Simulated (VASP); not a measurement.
Here is a VASP 6.6.1 calculation.

Contents of INCAR:

```
  PREC = Accurate
  ENCUT = 520
  EDIFF = 1E-7
  ISMEAR = 0
  SIGMA = 0.02
  LREAL = F
  LASPH = T
  NELM = 100
  ALGO = Normal
  ISIF = 2
  LWAVE = F
  LCHARG = F
  GGA = PS
  NBANDS = 11
```

The input KPOINTS:

```
Automatic mesh
0
Gamma
  12 12 12
```

File POSCAR:

```
BN
1.0
    0.0000000000      1.7579220296      1.7579220296
    1.7579220296      0.0000000000      1.7579220296
    1.8304420696      1.8304420696     -0.0725200400
B N
1 1
Direct
   -0.0159225028     -0.0159225028      0.0477675083
    0.7659225028      0.7659225028      0.7022324917
```

Potentials or basis: VASP PAW PBE potentials, release 64 (B, N).

The run is started by

```sh
$ cat potpaw_PBE.64/B/POTCAR potpaw_PBE.64/N/POTCAR > POTCAR
$ mpirun -np 1 vasp_std > vasp.out
```

(1) Predict the pressure.

(2) Estimate the largest force.

Answers

(1) 14.4 GPa.

(2) 6.237 eV/Å.

Caveat: the cell differs from its parent crystal (strained and its atoms moved); the cell stands under pressure; the PAW data sets were made with another functional, which shifts forces and pressure a little.
